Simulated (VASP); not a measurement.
## RbBr: single point with PBE

The system is RbBr.

```
CELL_PARAMETERS angstrom
3.29255 0.00000 0.00000
0.00000 3.29255 0.00000
0.00000 0.00000 3.29255
ATOMIC_POSITIONS crystal
Rb 0.00000 0.00000 0.00000
Br 0.50000 0.50000 0.50000
```

```json
{"Program": "VASP 6.6.1", "Task": "single point", "Functional": "PBE", "Potentials or basis": "VASP PAW PBE potentials, release 64 (Rb_sv, Br)", "Cutoff": "520 eV", "k mesh": "8 × 8 × 8", "Occupations": "gaussian, width 0.02 eV", "Spin": "no spin polarisation"}
```

- Pressure: 60.9 GPa
- Band gap on the k mesh: 3.19 eV

Levels at points of the mesh, in eV from the valence-band top:
| k point | band 5 | band 6 | band 7 | band 8 | band 9 | band 10 | band 11 | band 12 |
| --- | --- | --- | --- | --- | --- | --- | --- | --- |
| (0.00, 0.00, 0.00) | -9.29 | 0.00 | 0.00 | 0.00 | 3.19 | 3.19 | 8.35 | 11.10 |
| (0.50, 0.00, 0.00) | -8.71 | -4.40 | -1.24 | -1.24 | 5.65 | 7.64 | 11.22 | 11.52 |
| (0.50, 0.50, 0.00) | -8.52 | -1.60 | -1.60 | -0.28 | 4.65 | 6.35 | 7.34 | 7.34 |
| (0.50, 0.50, 0.50) | -10.37 | -4.51 | -4.51 | -4.51 | 11.35 | 11.35 | 11.35 | 13.59 |

Wall time 25 s on 1 thread of Intel Xeon 8259CL, on a shared host, peak memory 0.14 GiB.

Caveat: the cell stands under pressure. A k mesh can miss the band edges.
